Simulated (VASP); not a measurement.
Wanted: the native input for a VASP 6.6.1 run.

| Item | Value |
| --- | --- |
| Task | single point |
| Functional | PBE |
| Potentials or basis | VASP PAW PBE potentials, release 64 (Hf_pv, O) |
| Cutoff | 520 eV |
| k mesh | 2 × 2 × 2, shifted |
| Occupations | fermi-dirac, width 0.2241 eV |
| Spin | no spin polarisation |
| Dipole correction | no |
| Further INCAR settings | LREAL = Auto; ALGO = Normal; EDIFF = 1e-06; NBANDS = 81; ISYM = -1 |

The structure of HfO2 lies in POSCAR:

```
HfO2
1.0
   -5.2801127906     -2.6400563953     -2.6400563953
   -2.6400563953     -5.2801127906      2.6400563953
   -5.2801127906      2.6400563953      2.6400563953
Hf O
6 12
Direct
    0.6543504158      0.6813134762      0.0173507657
    0.3052394391      0.3454457772     -0.0160716264
   -0.0307005437      0.0062909010      0.0147888886
    0.8389947669      0.3020443053      0.5203489223
    0.5410635997      0.9831932648      0.4959109026
    0.1773981675      0.6605463693      0.4808069639
    0.2201339655      0.7042968236      0.1450968058
    0.9333080615      0.3895320829      0.1293098324
    0.6382810937     -0.0427769902      0.1336557623
    0.4648786110      0.3221438760      0.6097895306
    0.1000177814      0.9866199593      0.6307093488
    0.7110933956      0.6510621022      0.6292108013
    0.5354649188      0.6436284226      0.3672214168
    0.1965590587      0.3088153728      0.3937109078
    0.8579708451     -0.0247685366      0.3942653467
    0.6873647358      0.3102409737      0.9057173946
    0.3591355731      0.0452148170      0.8933205003
    0.0611641606      0.6703475488      0.8515736649
```

This cell differs from its parent crystal: dynamics (nvt langevin) at 2600 K, volume x 1.1, from the last frame before.

One way to write it, as run:

INCAR

```
PREC = Accurate
ENCUT = 520
EDIFF = 1E-6
ISMEAR = -1
SIGMA = 0.2241
LREAL = Auto
LASPH = T
NELM = 120
ALGO = Normal
ISIF = 2
LWAVE = F
LCHARG = F
GGA = PE
NBANDS = 81
GGA_COMPAT = F
ISYM = -1
```

KPOINTS

```
explicit points
4
Reciprocal
  0.25000000   0.25000000   0.25000000 2
  0.25000000   0.25000000   0.75000000 2
  0.25000000   0.75000000   0.25000000 2
  0.25000000   0.75000000   0.75000000 2
```

Potentials or basis: VASP PAW PBE potentials, release 64 (Hf_pv, O).

Launch:

```bash
$ cat potpaw_PBE.64/Hf_pv/POTCAR potpaw_PBE.64/O/POTCAR > POTCAR
$ mpirun -np 1 vasp_std > vasp.out
```

It gave:

The pressure is -13.1 GPa. The largest force is 4.441 eV/Å and the band gap on the k mesh is 3.64 eV.

Caveat: the cell stands under tension; the atoms stand as in a frame of molecular dynamics; spin-orbit coupling is left out, which moves the levels of the heavy elements; a shifted mesh leaves out Γ, where band edges can lie; forces of over 1 eV/Å act on the atoms, so gaps and moduli don't describe the material at rest.

Wall time 3 min on 1 thread of Intel(R) Xeon(R) Platinum 8488C (Sapphire Rapids) (shared host), peak memory 0.33 GiB.
